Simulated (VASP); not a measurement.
KI: relaxation of cell and atoms with PBE

KI:

```xyz
2
Lattice="4.2912 0.0000 0.0000 0.0000 4.2912 0.0000 0.0000 0.0000 4.2912" Properties=species:S:1:pos:R:3 pbc="T T T"
K     0.0000    0.0000    0.0000
I     2.1456    2.1456    2.1456
```

- Program: VASP 6.6.1
- Task: relaxation of cell and atoms
- Functional: PBE
- Potentials or basis: VASP PAW PBE potentials, release 64 (K_sv, I)
- Cutoff: 600 eV
- k mesh: 6 × 6 × 6
- Occupations: gaussian, width 0.02 eV
- Spin: no spin polarisation
- Dipole correction: no
- Further INCAR settings: ALGO = Normal; EDIFF = 1e-06; IBRION = 2; EDIFFG = -0.005; NSW = 100; ISIF = 3

```yaml
Relaxed_volume: 41.02 Å³/atom
Relaxed_cell: a = 4.345 Å, b = 4.345 Å, c = 4.345 Å, α = 90.00°, β = 90.00°, γ = 90.00°
Space_group_after_relaxing_to_0.05_Å: Pm-3m (No. 221)
Energy_gained_by_relaxing: 2.3 meV/atom
Ionic_steps: 4
Pressure_after_relaxing: 0.0 GPa
Band_gap_on_the_k_mesh: 3.24 eV, indirect (least direct gap 3.58 eV)
```

Step by step:
```csv
step,energy change (eV),largest force (eV/Å),pressure (GPa),volume (Å³)
1,0.0000,0.0000,0.52,79.02
2,-0.0035,0.0000,0.25,80.50
3,-0.0045,0.0000,-0.08,82.55
4,-0.0046,0.0000,0.00,82.05
```

Final structure:
```cif
data_structure
_symmetry_space_group_name_H-M 'P 1'
_symmetry_Int_Tables_number 1
_cell_length_a 4.3453
_cell_length_b 4.3453
_cell_length_c 4.3453
_cell_angle_alpha 90.000
_cell_angle_beta 90.000
_cell_angle_gamma 90.000
_cell_volume 82.05
loop_
_atom_site_label
_atom_site_type_symbol
_atom_site_fract_x
_atom_site_fract_y
_atom_site_fract_z
_atom_site_occupancy
K1 K 0.00000 0.00000 0.00000 1
I1 I 0.50000 0.50000 0.50000 1
```

Levels at points of the mesh, in eV from the valence-band top:
```
           k point  band 5  band 6  band 7  band 8  band 9  band 10  band 11  band 12
(0.00, 0.00, 0.00)  -11.06   -0.34   -0.34   -0.34    3.24     4.84     4.84     8.34
(0.50, 0.00, 0.00)  -10.80   -2.16   -0.26   -0.26    5.39     6.21     6.86     7.08
(0.50, 0.50, 0.00)  -10.75   -1.62   -1.62    0.00    3.95     5.68     6.80     6.80
(0.50, 0.50, 0.50)  -10.60   -1.55   -1.55   -1.55    5.61     5.61     5.61     8.70
```

Wall time 38 s on 1 thread of Intel(R) Xeon(R) Platinum 8488C (Sapphire Rapids), on a shared host, peak memory 0.21 GiB.

Caveat: spin-orbit coupling is left out, which moves the levels of the heavy elements. A k mesh can miss the band edges.
